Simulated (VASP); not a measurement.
# SnS2 (P-3m1) in VASP: notebook

The runs below take SnS2 through single point, with PBE.

Everything below comes from runs of VASP 6.6.1. Logs are shortened: lines on timing, memory, paths and dates and some standing lists are left out, and cuts for length are marked.

## (1) The cell of the first run

It takes space group P-3m1 (No. 164, trigonal). The conventional cell has a = 3.624 Å, b = 3.624 Å, c = 5.418 Å, α = 90.00°, β = 90.00°, γ = 120.00°. Sn (site symmetry -3m) has 6 S at 2.56 Å within 3.4 Å. S (site symmetry 3m) has 3 Sn at 2.56 Å and 3 S at 3.24 Å within 3.4 Å.

## (2) Single point, PBE

Input file INCAR:

```
SYSTEM = SnS2
PREC = Accurate ; ENCUT = 500
EDIFF = 1E-6 ; ISMEAR = 0
SIGMA = 0.05 ; LREAL = .False.
LASPH = .True. ; NELM = 120
ALGO = Normal ; ISIF = 2
LWAVE = .False. ; LCHARG = .True.
GGA = PE ; LELF = .True.
LVHAR = .True. ; NBANDS = 20
GGA_COMPAT = .False.
```

Input file KPOINTS:

```
Automatic mesh
0
Gamma
  4 4 2
  0 0 0
```

Input file POSCAR:

```
SnS2
1.0
    3.6235996058      0.0000000000      0.0000000000
   -1.8117998029      3.1381293118      0.0000000000
    0.0000000000      0.0000000000      5.4175484982
Sn S
1 2
Direct
    0.0000000000      0.0000000000      0.0000000000
    0.3333333333      0.6666666667      0.2720014038
    0.6666666667      0.3333333333      0.7279985962
```

Potentials or basis: VASP PAW PBE potentials, release 64 (Sn_d, S).

Launch:

```console
$ cat potpaw_PBE.64/Sn_d/POTCAR potpaw_PBE.64/S/POTCAR > POTCAR
$ mpirun -np 1 vasp_std > vasp.out
```

OUTCAR:

```text
SYSTEM = SnS2
   PREC = Accurate
   ENCUT = 500
   EDIFF = 1E-6
   ISMEAR = 0
   LREAL = .False.
   LASPH = .True.
   NELM = 120
   ISIF = 2
   GGA = PE

 ion  position               nearest neighbor table
   1  0.000  0.000  0.000-   2 2.56   3 2.56   3 2.56   2 2.56   3 2.56   2 2.56
   2  0.333  0.667  0.272-   1 2.56   1 2.56   1 2.56
   3  0.667  0.333  0.728-   1 2.56   1 2.56   1 2.56

  LATTYP: Found a hexagonal cell.
 ALAT       =     3.6235996058
 C/A-ratio  =     1.4950737078

  Lattice vectors:

 A1 = (   3.6235996058,   0.0000000000,   0.0000000000)
 A2 = (  -1.8117998029,   3.1381293118,   0.0000000000)
 A3 = (   0.0000000000,   0.0000000000,   5.4175484982)

Analysis of symmetry for initial positions (statically):
=====================================================================
 Subroutine PRICEL returns:
 Original cell was already a primitive cell.

 Routine SETGRP: Setting up the symmetry group for a
 hexagonal supercell.

 Subroutine GETGRP returns: Found 12 space group operations
 (whereof 12 operations were pure point group operations)
 out of a pool of 24 trial point group operations.

The static configuration has the point symmetry D_3d.

Analysis of symmetry for dynamics (positions and initial velocities):
=====================================================================
 Subroutine PRICEL returns:
 Original cell was already a primitive cell.

 Routine SETGRP: Setting up the symmetry group for a
 hexagonal supercell.

 Subroutine GETGRP returns: Found 12 space group operations
 (whereof 12 operations were pure point group operations)
 out of a pool of 24 trial point group operations.

The dynamic configuration has the point symmetry D_3d.

 Subroutine INISYM returns: Found 12 space group operations
 (whereof 12 operations are pure point group operations),
 and found     1 'primitive' translations

----------------------------------------------------------------------------------------

                                     Primitive cell

  volume of cell :      61.6047

  direct lattice vectors                    reciprocal lattice vectors
     3.623599606  0.000000000  0.000000000     0.275968680  0.159330592  0.000000000
    -1.811799803  3.138129312  0.000000000     0.000000000  0.318661183  0.000000000
     0.000000000  0.000000000  5.417548498     0.000000000  0.000000000  0.184585334

  length of vectors
     3.623599606  3.623599606  5.417548498     0.318661183  0.318661183  0.184585334

  position of ions in fractional coordinates (direct lattice)
     0.000000000  0.000000000  0.000000000
     0.333333333  0.666666667  0.272001404
     0.666666667  0.333333333  0.727998596

  ion indices of the primitive-cell ions
   primitive index   ion index
                 1           1
                 2           2
                 3           3

----------------------------------------------------------------------------------------

 KPOINTS: Automatic mesh

Automatic generation of k-mesh.
 Grid dimensions read from file:
 generate k-points for:    4    4    2

 Generating k-lattice:

  Cartesian coordinates                     Fractional coordinates (reciprocal lattice)
     0.068992170  0.039832648  0.000000000     0.250000000  0.000000000  0.000000000
     0.000000000  0.079665296  0.000000000     0.000000000  0.250000000  0.000000000
     0.000000000  0.000000000  0.092292667     0.000000000  0.000000000  0.500000000

  Length of vectors
     0.079665296  0.079665296  0.092292667

  Shift w.r.t. Gamma in fractional coordinates (k-lattice)
     0.000000000  0.000000000  0.000000000

 Subroutine IBZKPT returns following result:
 ===========================================

 Found      8 irreducible k-points:

 Following reciprocal coordinates:
            Coordinates               Weight
  0.000000  0.000000  0.000000      1.000000
  0.250000  0.000000  0.000000      6.000000
  0.500000  0.000000  0.000000      3.000000
  0.250000  0.250000  0.000000      6.000000
  0.000000  0.000000  0.500000      1.000000
  0.250000  0.000000  0.500000      6.000000
  0.500000  0.000000  0.500000      3.000000
  0.250000  0.250000  0.500000      6.000000
   k-points           NKPTS =      8   k-points in BZ     NKDIM =      8   number of bands    NBANDS=     20
   number of dos      NEDOS =    301   number of ions     NIONS =      3
   total plane-waves  NPLWV =  31360
   dimension x,y,z NGX =    28 NGY =   28 NGZ =   40
   dimension x,y,z NGXF=    56 NGYF=   56 NGZF=   80
   ions per type =               1   2
   NGX,Y,Z   is equivalent  to a cutoff of  12.85, 12.85, 12.27 a.u.
   NGXF,Y,Z  is equivalent  to a cutoff of  25.69, 25.69, 24.55 a.u.
 SYSTEM =  SnS2
   PREC   = accura    normal or accurate (medium, high low for compatibility)
   ISTART =      0    job   : 0-new  1-cont  2-samecut
   ICHARG =      2    charge: 1-file 2-atom 10-const
   ISPIN  =      1    spin polarized calculation?
[... 124 lines left out ...]
     16      11.4473      0.00000
     17      11.6682      0.00000
     18      14.0344      0.00000
     19      17.0034      0.00000
     20      18.0359      0.00000

 k-point     4 :       0.2500    0.2500    0.0000
  band No.  band energies     occupation
      1     -15.1114      2.00000
      2     -15.0550      2.00000
      3     -15.0044      2.00000
      4     -14.9845      2.00000
      5     -14.9540      2.00000
      6      -6.3212      2.00000
      7      -5.2016      2.00000
      8      -0.9518      2.00000
      9       1.9366      2.00000
     10       2.3400      2.00000
     11       3.6966      2.00000
     12       3.8230      2.00000
     13       4.8557      2.00000
     14       7.8696      0.00000
     15      12.7061      0.00000
     16      12.7505      0.00000
     17      13.1166      0.00000
     18      13.1346      0.00000
     19      13.6023      0.00000
     20      17.1539      0.00000

 k-point     5 :       0.0000    0.0000    0.5000
  band No.  band energies     occupation
      1     -15.0600      2.00000
      2     -15.0600      2.00000
      3     -15.0197      2.00000
      4     -14.9878      2.00000
      5     -14.9878      2.00000
      6      -7.7704      2.00000
      7      -6.6268      2.00000
      8       1.6481      2.00000
      9       3.5643      2.00000
     10       5.0445      2.00000
     11       5.0445      2.00000
     12       5.7360      2.00000
     13       5.7360      2.00000
     14       9.4498      0.00000
     15       9.6884      0.00000
     16      10.9245      0.00000
     17      10.9245      0.00000
     18      14.0359      0.00000
     19      14.5644      0.00000
     20      14.5644      0.00000

 k-point     6 :       0.2500    0.0000    0.5000
  band No.  band energies     occupation
      1     -15.1013      2.00000
      2     -15.0338      2.00000
      3     -15.0126      2.00000
      4     -14.9870      2.00000
      5     -14.9777      2.00000
      6      -7.0927      2.00000
      7      -6.0888      2.00000
      8       0.4150      2.00000
      9       2.5122      2.00000
     10       4.1776      2.00000
     11       4.2283      2.00000
     12       4.7068      2.00000
     13       5.2611      2.00000
     14       8.1193      0.00000
     15      11.1508      0.00000
     16      12.3736      0.00000
     17      12.3890      0.00000
     18      13.2417      0.00000
     19      14.9015      0.00000
     20      16.0372      0.00000

 k-point     7 :       0.5000    0.0000    0.5000
  band No.  band energies     occupation
      1     -15.1476      2.00000
      2     -15.0296      2.00000
      3     -15.0274      2.00000
      4     -14.9566      2.00000
      5     -14.9473      2.00000
      6      -5.9313      2.00000
      7      -5.5610      2.00000
      8      -1.3090      2.00000
      9       0.6520      2.00000
     10       3.5716      2.00000
     11       4.2906      2.00000
     12       4.9313      2.00000
     13       5.0082      2.00000
     14       7.6561      0.00000
     15      10.5525      0.00000
     16      11.3622      0.00000
     17      12.5515      0.00000
     18      13.1558      0.00000
     19      16.6701      0.00000
     20      17.7691      0.00000

 k-point     8 :       0.2500    0.2500    0.5000
  band No.  band energies     occupation
      1     -15.1123      2.00000
      2     -15.0554      2.00000
      3     -15.0046      2.00000
      4     -14.9843      2.00000
      5     -14.9535      2.00000
      6      -6.0276      2.00000
      7      -5.5020      2.00000
      8      -0.8983      2.00000
      9       1.3225      2.00000
     10       2.0327      2.00000
     11       2.7918      2.00000
     12       5.5942      2.00000
     13       5.6758      2.00000
     14       8.9262      0.00000
     15      11.2335      0.00000
     16      11.7227      0.00000
     17      12.6013      0.00000
     18      14.0235      0.00000
     19      15.2817      0.00000
     20      15.3216      0.00000

------------------------ aborting loop because EDIFF is reached ----------------------------------------

  FORCE on cell =-STRESS in cart. coord.  units (eV):
  Direction    XX          YY          ZZ          XY          YZ          ZX
  --------------------------------------------------------------------------------------
  -------------------------------------------------------------------------------------
  Total        2.8622030      2.8622030      2.4917009      0.0000000      0.0000000     -0.0000000
  in kB       74.4384232     74.4384232     64.8026320      0.0000000      0.0000000     -0.0000000
  external PRESSURE =      71.2264928 kB  Pullay stress =       0.0000000 kB

 VOLUME and BASIS-vectors are now :
 -----------------------------------------------------------------------------
  energy-cutoff  :      500.00
  volume of cell :       61.60
      direct lattice vectors                 reciprocal lattice vectors
     3.623599606  0.000000000  0.000000000     0.275968680  0.159330592  0.000000000
    -1.811799803  3.138129312  0.000000000     0.000000000  0.318661183  0.000000000
     0.000000000  0.000000000  5.417548498     0.000000000  0.000000000  0.184585334

 POSITION                                       TOTAL-FORCE (eV/Angst)
 -----------------------------------------------------------------------------------
      0.00000      0.00000      0.00000         0.000000      0.000000      0.000000
     -0.00000      2.09209      1.47358         0.000000     -0.000000     -0.073474
      1.81180      1.04604      3.94397        -0.000000      0.000000      0.073474
 -----------------------------------------------------------------------------------
    total drift:                                0.000000     -0.000000      0.000000

  FREE ENERGIE OF THE ION-ELECTRON SYSTEM (eV)
  ---------------------------------------------------
  free  energy   TOTEN  =       -12.9210175330 eV

  energy  without entropy=      -12.9210175330  energy(sigma->0) =      -12.92101753
```

Run time: 17 s. Hardware: 1 thread of Intel Xeon Platinum 8259CL at 2.50GHz (Skylake/Cascade Lake), shared host; peak memory 0.17 GiB.

Results:

| Item | Value |
| --- | --- |
| Free energy | -12.9210 eV |
| Pressure | 7.1 GPa |
| Largest force | 0.073 eV/Å |
| Band gap on the k mesh | 1.29 eV (least direct gap 1.55 eV) |

Forces on the atoms (eV/Å):
```
Sn   0.000  0.000  0.000
S    0.000  0.000 -0.073
S    0.000  0.000  0.073
```

Caveat: the k points lie up to 0.58 Å⁻¹ apart; spin-orbit coupling is left out, which moves the levels of the heavy elements. A k mesh can miss the band edges.

## (3) Single point, PBE

This run uses another cell than the first one, of the same volume but with other edges.

Input file INCAR:

```
PREC     = Accurate       # precision mode
ENCUT    = 500            # plane-wave cutoff, eV
EDIFF    = 1E-6           # SCF threshold, eV
ISMEAR   = 0              # smearing method
SIGMA    = 0.05           # smearing width, eV
LREAL    = F              # projectors in reciprocal space
LASPH    = T              # aspherical terms in the spheres
NELM     = 120            # most SCF steps
ALGO     = Normal         # electronic algorithm
ISIF     = 2              # what is computed and relaxed
LWAVE    = F              # write WAVECAR
LCHARG   = T              # write CHGCAR
GGA      = PE             # functional
LELF     = T              # ELF
LVHAR    = T            
NBANDS   = 20             # bands
GGA_COMPAT= F
```

Input file KPOINTS:

```
Automatic mesh
0
Gamma
  8 8 4
```

Input file POSCAR:

```
SnS2
1.0
    3.5328971147      0.0000000000      0.0000000000
   -1.7664485573      3.0595786503      0.0000000000
    0.0000000000      0.0000000000      5.6992962888
Sn S
1 2
Direct
    0.0000000000      0.0000000000      0.0000000000
    0.3333333333      0.6666666667      0.2520000000
    0.6666666667      0.3333333333      0.7480000000
```

Potentials or basis: VASP PAW PBE potentials, release 64 (Sn_d, S).

Launch:

```console
$ cat potpaw_PBE.64/Sn_d/POTCAR potpaw_PBE.64/S/POTCAR > POTCAR
$ mpirun -np 1 vasp_std > vasp.out
```

It took 57 s on 1 thread of Intel Xeon Platinum 8259CL at 2.50GHz (Skylake/Cascade Lake), shared host; peak memory 0.19 GiB.

Results (log left out):

```yaml
Free_energy: -12.8548 eV
Pressure: 13.2 GPa
Largest_force: 1.085 eV/Å
Band_gap_on_the_k_mesh: 1.64 eV (least direct gap 2.15 eV)
```

Forces in eV/Å, atoms in the order of the input:
```
Sn   0.000  0.000  0.000
S    0.000  0.000  1.085
S    0.000  0.000 -1.085
```

Stress tensor (GPa, compression positive):
```
13.79  0.00  0.00
 0.00 13.79  0.00
 0.00  0.00 12.08
```

Levels at points of the mesh, in eV from the valence-band top:
| k point | band 10 | band 11 | band 12 | band 13 | band 14 | band 15 | band 16 | band 17 |
| --- | --- | --- | --- | --- | --- | --- | --- | --- |
| (0.00, 0.00, 0.00) | -0.69 | -0.37 | -0.37 | 0.00 | 2.60 | 3.78 | 5.68 | 5.68 |
| (0.50, 0.00, 0.00) | -3.13 | -2.84 | -1.26 | -0.30 | 1.92 | 4.58 | 5.82 | 6.30 |
| (0.00, 0.00, 0.50) | -0.80 | -0.80 | -0.21 | -0.21 | 3.77 | 3.93 | 5.36 | 5.36 |
| (0.50, 0.00, 0.50) | -2.65 | -1.98 | -0.87 | -0.73 | 1.72 | 4.71 | 5.49 | 6.25 |

Caveat: the cell stands under pressure; spin-orbit coupling is left out, which moves the levels of the heavy elements; forces of over 1 eV/Å act on the atoms, so gaps and moduli don't describe the material at rest. A k mesh can miss the band edges.

## (4) Single point, PBE

Input file INCAR:

```
SYSTEM = SnS2
PREC = Accurate
ENCUT = 500
EDIFF = 1E-6
ISMEAR = 0
SIGMA = 0.05
LREAL = .FALSE.
LASPH = .TRUE.
NELM = 120
ALGO = Normal
ISIF = 2
LWAVE = .FALSE.
LCHARG = .FALSE.
GGA = PE
NBANDS = 20
GGA_COMPAT = .FALSE.
```

Input file KPOINTS:

```
Automatic mesh
0
G
  8 8 4
  0 0 0
```

Input file POSCAR:

```
SnS2
1.0
    3.6235996058      0.0000000000      0.0000000000
   -1.8117998029      3.1381293118      0.0000000000
    0.0000000000      0.0000000000      5.4175484982
Sn S
1 2
Direct
    0.0000000000      0.0000000000      0.0000000000
    0.3333333333      0.6666666667      0.2720014038
    0.6666666667      0.3333333333      0.7279985962
```

Launch:

```console
$ cat potpaw_PBE.64/Sn_d/POTCAR potpaw_PBE.64/S/POTCAR > POTCAR
$ mpirun -np 1 vasp_std > vasp.out
```

Run time: 51 s. Hardware: 1 thread of Intel Xeon Platinum 8259CL at 2.50GHz (Skylake/Cascade Lake), shared host; peak memory 0.19 GiB.

It converged, with:

```yaml
Free_energy: -12.9832 eV
Pressure: 6.8 GPa
Largest_force: 0.009 eV/Å
Band_gap_on_the_k_mesh: 1.04 eV (least direct gap 1.55 eV)
```

Forces on the atoms (eV/Å):
```
Sn   0.000  0.000  0.000
S    0.000  0.000 -0.009
S    0.000  0.000  0.009
```

Stress tensor (GPa, compression positive):
```
6.76 0.00 0.00
0.00 6.76 0.00
0.00 0.00 6.95
```

Levels at points of the mesh, in eV from the valence-band top:
| k point | band 10 | band 11 | band 12 | band 13 | band 14 | band 15 | band 16 | band 17 |
| --- | --- | --- | --- | --- | --- | --- | --- | --- |
| (0.00, 0.00, 0.00) | -1.09 | -1.00 | -1.00 | 0.00 | 1.55 | 3.17 | 5.14 | 5.14 |
| (0.50, 0.00, 0.00) | -3.69 | -3.21 | -1.99 | -0.60 | 1.59 | 4.02 | 5.09 | 5.31 |
| (0.00, 0.00, 0.50) | -1.32 | -1.32 | -0.63 | -0.63 | 3.09 | 3.33 | 4.57 | 4.57 |
| (0.50, 0.00, 0.50) | -2.79 | -2.07 | -1.44 | -1.35 | 1.29 | 4.19 | 5.01 | 6.19 |

Caveat: the cell stands under pressure; spin-orbit coupling is left out, which moves the levels of the heavy elements. A k mesh can miss the band edges.

## (5) Single point, PBE

Input file INCAR:

```
PREC = Accurate ; ENCUT = 500
EDIFF = 1E-6 ; ISMEAR = 0
SIGMA = 0.05 ; LREAL = False
LASPH = True ; NELM = 120
ALGO = Normal ; ISIF = 2
LWAVE = False ; LCHARG = False
GGA = PE ; NBANDS = 20
GGA_COMPAT = False
```

Input file KPOINTS:

```
Automatic mesh
0
Gamma
  8 8 4
```

POSCAR is that of step 4.

Launch:

```console
$ cat potpaw_PBE.64/Sn_d/POTCAR potpaw_PBE.64/S/POTCAR > POTCAR
$ mpirun -np 1 vasp_std > vasp.out
```

It took 51 s on 1 thread of Intel Xeon Platinum 8259CL at 2.50GHz (Skylake/Cascade Lake), shared host; peak memory 0.19 GiB.

Results (log left out):

```yaml
Free_energy: -12.9832 eV
Pressure: 6.8 GPa
Largest_force: 0.009 eV/Å
Band_gap_on_the_k_mesh: 1.04 eV (least direct gap 1.55 eV)
```

Forces in eV/Å, atoms in the order of the input:
```
Sn   0.000  0.000  0.000
S    0.000  0.000 -0.009
S    0.000  0.000  0.009
```

Stress tensor (GPa, compression positive):
```
6.76 0.00 0.00
0.00 6.76 0.00
0.00 0.00 6.95
```

Levels at points of the mesh, in eV from the valence-band top:
```tsv
k point	band 11	band 12	band 13	band 14	band 15	band 16
(0.00, 0.00, 0.00)	-1.00	-1.00	0.00	1.55	3.17	5.14
(0.50, 0.00, 0.00)	-3.21	-1.99	-0.60	1.59	4.02	5.09
(0.00, 0.00, 0.50)	-1.32	-0.63	-0.63	3.09	3.33	4.57
(0.50, 0.00, 0.50)	-2.07	-1.44	-1.35	1.29	4.19	5.01
```

Caveat: the cell stands under pressure; spin-orbit coupling is left out, which moves the levels of the heavy elements. A k mesh can miss the band edges.

## (6) Summary

| cell | k mesh | gap on the mesh (eV) | pressure (GPa) | largest force (eV/Å) |
| --- | --- | --- | --- | --- |
| a = 3.624, b = 3.624, c = 5.418 Å, angles 90.0, 90.0, 120.0°, 3 atoms, atomic positions A | 4 × 4 × 2 | 1.29 | 7.1 | 0.07 |
| a = 3.533, b = 3.533, c = 5.699 Å, angles 90.0, 90.0, 120.0°, 3 atoms, atomic positions B | 8 × 8 × 4 | 1.64 | 13.2 | 1.08 |
| a = 3.624, b = 3.624, c = 5.418 Å, angles 90.0, 90.0, 120.0°, 3 atoms, atomic positions A | 8 × 8 × 4 | 1.04 | 6.8 | 0.01 |

Alike in all rows: task single point; level PBE; potentials or basis VASP PAW PBE potentials, release 64 (Sn_d, S); no spin polarisation; cutoff (eV) 500; smearing gaussian 0.05 eV.

Caveats: some runs use coarse meshes; spin-orbit coupling is left out, which moves the levels of the heavy elements; the cell stands under pressure (at least some runs); forces of over 1 eV/Å act on the atoms, so gaps and moduli don't describe the material at rest (at least some runs).

Absolute energies hang on the potentials; compare differences alone.
